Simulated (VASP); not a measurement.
# Ag (P6_3/mmc) in VASP: a series of runs, part 2 of 2

VASP 6.6.1. Earlier steps stand in the parts before.

## (3) Single point, PBE (equal xx and yy strain of -3 %)

The input, INCAR:

```
SYSTEM = Ag
  PREC = Accurate
  ENCUT = 520
  EDIFF = 1E-6
  ISMEAR = -1
  SIGMA = 0.08
  LREAL = .False.
  LASPH = .True.
  NELM = 80
  ALGO = Normal
  ISIF = 2
  LWAVE = .False.
  LCHARG = .False.
  GGA = PE
  NBANDS = 30
```

The input, KPOINTS:

```
Automatic mesh
0
Gamma
  14 14 4
  0 0 0
```

The input, POSCAR:

```
Ag
1.0
    2.7996129413      0.0000000000      0.0000000000
   -1.3998064707      2.4245359280      0.0000000000
    0.0000000000      0.0000000000     10.0000000000
Ag
4
Direct
    0.3333333333      0.6666666667      0.2500000000
    0.6666666667      0.3333333333      0.7500000000
    0.0000000000      0.0000000000      0.0000000000
    0.0000000000      0.0000000000      0.5000000000
```

Potentials or basis: VASP PAW PBE potentials, release 64 (Ag).

On the command line:

```sh
cat potpaw_PBE.64/Ag/POTCAR > POTCAR
mpirun -np 1 vasp_std > vasp.out
```

OUTCAR:

```text
SYSTEM = Ag
   PREC = Accurate
   ENCUT = 520
   EDIFF = 1E-6
   ISMEAR = -1
   LREAL = .False.
   LASPH = .True.
   NELM = 80
   ISIF = 2
   GGA = PE

 ion  position               nearest neighbor table
   1  0.333  0.667  0.250-   3 2.98   4 2.98   3 2.98   4 2.98   3 2.98   4 2.98
   2  0.667  0.333  0.750-   3 2.98   4 2.98   3 2.98   4 2.98   3 2.98   4 2.98
   3  0.000  0.000  0.000-   1 2.98   2 2.98   2 2.98   1 2.98   2 2.98   1 2.98
   4  0.000  0.000  0.500-   1 2.98   2 2.98   2 2.98   1 2.98   2 2.98   1 2.98

  LATTYP: Found a hexagonal cell.
 ALAT       =     2.7996129413
 C/A-ratio  =     3.5719223370
[... 992 lines left out ...]
  --------------------------------------------------------------------------------------
  -------------------------------------------------------------------------------------
  Total        4.2102135      4.2102135     -0.2284976     -0.0000000     -0.0000000      0.0000000
  in kB       99.3775043     99.3775043     -5.3934358     -0.0000000     -0.0000000      0.0000000
  external PRESSURE =      64.4538576 kB  Pullay stress =       0.0000000 kB

 VOLUME and BASIS-vectors are now :
 -----------------------------------------------------------------------------
  energy-cutoff  :      520.00
  volume of cell :       67.88
      direct lattice vectors                 reciprocal lattice vectors
     2.799612941  0.000000000  0.000000000     0.357192234  0.206225032  0.000000000
    -1.399806471  2.424535928  0.000000000     0.000000000  0.412450065  0.000000000
     0.000000000  0.000000000 10.000000000     0.000000000  0.000000000  0.100000000

 POSITION                                       TOTAL-FORCE (eV/Angst)
 -----------------------------------------------------------------------------------
     -0.00000      1.61636      2.50000         0.000000     -0.000000      0.000000
      1.39981      0.80818      7.50000        -0.000000      0.000000      0.000000
      0.00000      0.00000      0.00000        -0.000000      0.000000     -0.000000
      0.00000      0.00000      5.00000        -0.000000      0.000000     -0.000000
 -----------------------------------------------------------------------------------
    total drift:                               -0.000000      0.000000     -0.000000

  FREE ENERGIE OF THE ION-ELECTRON SYSTEM (eV)
  ---------------------------------------------------
  free  energy   TOTEN  =       -10.6832048345 eV

  energy  without entropy=      -10.6560461146  energy(sigma->0) =      -10.66962547
```

OSZICAR:

```text
N       E                     dE             d eps       ncg     rms          rms(c)
DAV:   1     0.299643660211E+03    0.29964E+03   -0.22843E+04  4320   0.146E+03
DAV:   2    -0.520164390579E+01   -0.30485E+03   -0.28922E+03  4440   0.337E+02
DAV:   3    -0.116793940160E+02   -0.64778E+01   -0.64410E+01  4982   0.562E+01
DAV:   4    -0.117089874834E+02   -0.29593E-01   -0.29589E-01  4680   0.366E+00
DAV:   5    -0.117092828380E+02   -0.29535E-03   -0.29535E-03  4938   0.393E-01    0.108E+01
DAV:   6    -0.107285388640E+02    0.98074E+00   -0.28655E+00  4620   0.141E+01    0.700E+00
DAV:   7    -0.106937508660E+02    0.34788E-01   -0.45777E-02  4830   0.147E+00    0.369E+00
DAV:   8    -0.106831603107E+02    0.10591E-01   -0.30265E-03  4644   0.397E-01    0.167E-01
DAV:   9    -0.106831713031E+02   -0.10992E-04   -0.76539E-05  4938   0.126E-01    0.396E-02
DAV:  10    -0.106831997186E+02   -0.28415E-04   -0.16831E-05  4716   0.315E-02    0.305E-02
DAV:  11    -0.106832050888E+02   -0.53702E-05   -0.30030E-06  4344   0.135E-02    0.154E-03
DAV:  12    -0.106832048345E+02    0.25424E-06   -0.91021E-08  2562   0.361E-03
   1 F= -.10683205E+02 E0= -.10669625E+02  d E =-.271587E-01
```

stdout:

```text
POSCAR found type information on POSCAR Ag
 POSCAR found :  1 types and       4 ions
 scaLAPACK will be used
 LDA part: xc-table for (Slater+PW92), standard interpolation
 POSCAR, INCAR and KPOINTS ok, starting setup
 FFT: planning ... GRIDC
 FFT: planning ... GRID_SOFT
 FFT: planning ... GRID
 WAVECAR not read
 entering main loop
```

Wall time 82 s (1 thread of Intel Xeon Platinum 8488C (Sapphire Rapids), shared host); peak memory 0.26 GiB.

What came out:

- Free energy: -10.6832 eV
- Pressure: 6.4 GPa
- Band gap on the k mesh: zero (bands 22 and 23 overlap by 6.47 eV)

Caveat: the cell differs from its parent crystal (equal xx and yy strain of -3 %); the stress differs along the axes, from -1 to 10 GPa.

## (4) Single point, PBE (equal xx and yy strain of -1 %)

The input, INCAR:

```
PREC     = Accurate       # precision mode
ENCUT    = 520            # plane-wave cutoff, eV
EDIFF    = 1E-6           # SCF threshold, eV
ISMEAR   = -1             # smearing method
SIGMA    = 0.08           # smearing width, eV
LREAL    = False          # projectors in reciprocal space
LASPH    = True           # aspherical terms in the spheres
NELM     = 60             # most SCF steps
ALGO     = Normal         # electronic algorithm
ISIF     = 2              # what is computed and relaxed
LWAVE    = False          # write WAVECAR
LCHARG   = False          # write CHGCAR
GGA      = PE             # functional
NBANDS   = 30             # bands
```

The input, KPOINTS:

```
regular mesh
0
Gamma
  14 14 4
```

POSCAR: that of step 3 with these lines changed.

```diff
@@ -2,4 +2,4 @@
 1.0
-    2.7996129413      0.0000000000      0.0000000000
-   -1.3998064707      2.4245359280      0.0000000000
+    2.8573369195      0.0000000000      0.0000000000
+   -1.4286684598      2.4745263596      0.0000000000
     0.0000000000      0.0000000000     10.0000000000
```

On the command line:

```sh
cat potpaw_PBE.64/Ag/POTCAR > POTCAR
mpirun -np 1 vasp_std > vasp.out
```

It took 80 s on 1 thread of Intel Xeon Platinum 8488C (Sapphire Rapids), shared host; peak memory 0.26 GiB.

It converged, with:

| Item | Value |
| --- | --- |
| Free energy | -10.8019 eV |
| Pressure | 1.5 GPa |
| Band gap on the k mesh | zero (bands 22 and 23 overlap by 6.22 eV) |

Stress tensor (GPa, compression positive):
```
 3.66  0.00  0.00
 0.00  3.66  0.00
 0.00  0.00 -2.75
```

Levels at points of the mesh, in eV from the Fermi level:
| k point | band 18 | band 19 | band 20 | band 21 | band 22 | band 23 | band 24 | band 25 | band 26 | band 27 |
| --- | --- | --- | --- | --- | --- | --- | --- | --- | --- | --- |
| (0.00, 0.00, 0.00) | -3.46 | -3.46 | -3.36 | -3.36 | -3.05 | -3.05 | -0.75 | 2.53 | 9.45 | 9.46 |
| (0.50, 0.00, 0.00) | -2.76 | -2.75 | -2.71 | 0.06 | 0.87 | 1.20 | 1.72 | 4.36 | 4.37 | 6.89 |
| (0.00, 0.00, 0.50) | -3.64 | -3.16 | -3.16 | -3.16 | -3.16 | -2.66 | -2.66 | 5.19 | 5.19 | 13.71 |
| (0.50, 0.00, 0.50) | -2.79 | -2.72 | -2.72 | 0.44 | 0.44 | 1.56 | 1.56 | 4.66 | 4.66 | 6.14 |

Caveat: the cell differs from its parent crystal (equal xx and yy strain of -1 %); the stress differs along the axes, from -3 to 4 GPa.

## (5) Single point, PBE (equal xx and yy strain of +2 %)

The input, INCAR:

```
PREC = Accurate
ENCUT = 520
EDIFF = 1E-6
ISMEAR = -1
SIGMA = 0.08
LREAL = F
LASPH = T
NELM = 80
ALGO = Normal
ISIF = 2
LWAVE = F
LCHARG = F
GGA = PE
NBANDS = 30
```

KPOINTS is that of step 4.

POSCAR: that of step 4 with these lines changed.

```diff
@@ -2,4 +2,4 @@
 1.0
-    2.8573369195      0.0000000000      0.0000000000
-   -1.4286684598      2.4745263596      0.0000000000
+    2.9439228868      0.0000000000      0.0000000000
+   -1.4719614434      2.5495120068      0.0000000000
     0.0000000000      0.0000000000     10.0000000000
```

On the command line:

```sh
cat potpaw_PBE.64/Ag/POTCAR > POTCAR
mpirun -np 1 vasp_std > vasp.out
```

Run time: 82 s. Hardware: 1 thread of Intel Xeon Platinum 8488C (Sapphire Rapids), shared host; peak memory 0.27 GiB.

Results (log left out):

- Free energy: -10.8083 eV
- Pressure: -3.7 GPa
- Band gap on the k mesh: zero (bands 22 and 23 overlap by 5.89 eV)

Stress tensor (GPa, compression positive):
```
-2.80  0.00  0.00
 0.00 -2.80  0.00
 0.00  0.00 -5.56
```

Levels at points of the mesh, in eV from the Fermi level:
| k point | band 18 | band 19 | band 20 | band 21 | band 22 | band 23 | band 24 | band 25 | band 26 | band 27 |
| --- | --- | --- | --- | --- | --- | --- | --- | --- | --- | --- |
| (0.00, 0.00, 0.00) | -3.42 | -3.42 | -3.29 | -3.29 | -2.98 | -2.98 | -0.37 | 2.63 | 9.66 | 9.67 |
| (0.50, 0.00, 0.00) | -2.79 | -2.77 | -2.74 | 0.11 | 0.94 | 1.07 | 1.59 | 3.96 | 4.00 | 6.72 |
| (0.00, 0.00, 0.50) | -3.58 | -3.10 | -3.10 | -3.10 | -3.10 | -2.35 | -2.35 | 5.37 | 5.37 | 14.00 |
| (0.50, 0.00, 0.50) | -2.82 | -2.75 | -2.75 | 0.44 | 0.44 | 1.45 | 1.45 | 4.38 | 4.38 | 5.83 |

Caveat: the cell differs from its parent crystal (equal xx and yy strain of +2 %); the cell stands under tension.

## (6) Overview

| cell | gap on the mesh (eV) | pressure (GPa) |
| --- | --- | --- |
| a = 2.886, b = 2.886, c = 10.300 Å, angles 90.0, 90.0, 120.0°, 4 atoms | none | -2.4 |
| a = 2.800, b = 2.800, c = 10.000 Å, angles 90.0, 90.0, 120.0°, 4 atoms | none | 6.4 |
| a = 2.857, b = 2.857, c = 10.000 Å, angles 90.0, 90.0, 120.0°, 4 atoms | none | 1.5 |
| a = 2.944, b = 2.944, c = 10.000 Å, angles 90.0, 90.0, 120.0°, 4 atoms | none | -3.7 |

Alike in all rows: task single point; level PBE; potentials or basis VASP PAW PBE potentials, release 64 (Ag); no spin polarisation; k mesh 14 × 14 × 4; cutoff (eV) 520; smearing fermi-dirac 0.08 eV.

Caveats: the stress differs along the axes, from -7 to -0 GPa (at least some runs); the stress differs along the axes, from -1 to 10 GPa (at least some runs); the stress differs along the axes, from -3 to 4 GPa (at least some runs); the cell stands under tension (at least some runs).

Total energies depend on the potentials used, so only differences within one code and one set of settings carry meaning.
